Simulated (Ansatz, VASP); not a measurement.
## One calculation of CdSe, two programs

File INCAR:

```
PREC = Accurate
ENCUT = 520
EDIFF = 1E-6
ISMEAR = 0
SIGMA = 0.01
LREAL = F
LASPH = T
NELM = 60
ALGO = Normal
ISIF = 2
LWAVE = F
LCHARG = F
GGA = CA
NBANDS = 26
```

Contents of KPOINTS:

```
Automatic mesh
0
Gamma
  9 9 6
```

File POSCAR:

```
CdSe
1.0
    4.3021423044      0.0000000000      0.0000000000
   -2.1510711522      3.7257645263      0.0000000000
    0.0000000000      0.0000000000      7.0214577968
Cd Se
2 2
Direct
    0.3333333333      0.6666666667     -0.0620000000
    0.6666666667      0.3333333333      0.4380000000
    0.3333333333      0.6666666667      0.4380000000
    0.6666666667      0.3333333333      0.9380000000
```

Input for Ansatz:

```yaml
crystal:
  lattice:
    - [4.3021423044, 0.0, 0.0]
    - [-2.1510711522, 3.7257645263, 0.0]
    - [0.0, 0.0, 7.0214577968]
  atoms:
    - { symbol: Cd, position: [0.3333333333, 0.6666666667, -0.062] }
    - { symbol: Cd, position: [0.6666666667, 0.3333333333, 0.438] }
    - { symbol: Se, position: [0.3333333333, 0.6666666667, 0.438] }
    - { symbol: Se, position: [0.6666666667, 0.3333333333, 0.938] }
basis:
  ecutwfc: 420
  xc_grid: 2
kpoints:
  mp_grid: { grid: [9, 9, 6] }
hamiltonian:
  xc: lda
  pseudopotentials: { kind: paw, azcp: { folder: soft_1 } }
scf:
  occupations: { method: fixed }
output:
  forces: true
  stress: true
  eigenvalues: true
  polarization: {}
```

Change from the starting cell: polar distortion scaled by 0.00.

Alike in both runs: task single point; functional LDA; k mesh 9 × 9 × 6; no spin polarisation.

|  | VASP | Ansatz |
| --- | --- | --- |
| version | VASP 6.6.1 | Ansatz 0.2.0 |
| potentials or method | VASP PAW LDA potentials, release 64 (Cd, Se), cutoff 520 eV | scalar-relativistic, plane waves, PAW |
| occupations | gaussian, width 0.01 eV | fixed |
| valence electrons in the cell | 36 | 72 |

Ansatz gave:

```
gap on the k mesh at the Fermi level (eV)                     : 0.72
least direct gap on the mesh (eV)                             : 0.72
pressure (GPa)                                                : 1.6
traceless stress, the component that is largest in VASP (GPa) : -5.13
```

Question: Estimate VASP's values.

Answer: gap on the k mesh at the Fermi level (eV): 0.76; least direct gap on the mesh (eV): 0.76; pressure (GPa): 2.2; traceless stress, the component that is largest in VASP (GPa): -5.62.

Ansatz warns that its potentials were made for another functional, while VASP's fit it. LDA's correlation is that of Perdew and Zunger in VASP and of Perdew and Wang (1992) in Ansatz. VASP's potentials hold 36 valence electrons a cell and Ansatz's 72, so a difference there can come from the potentials and not from the codes.
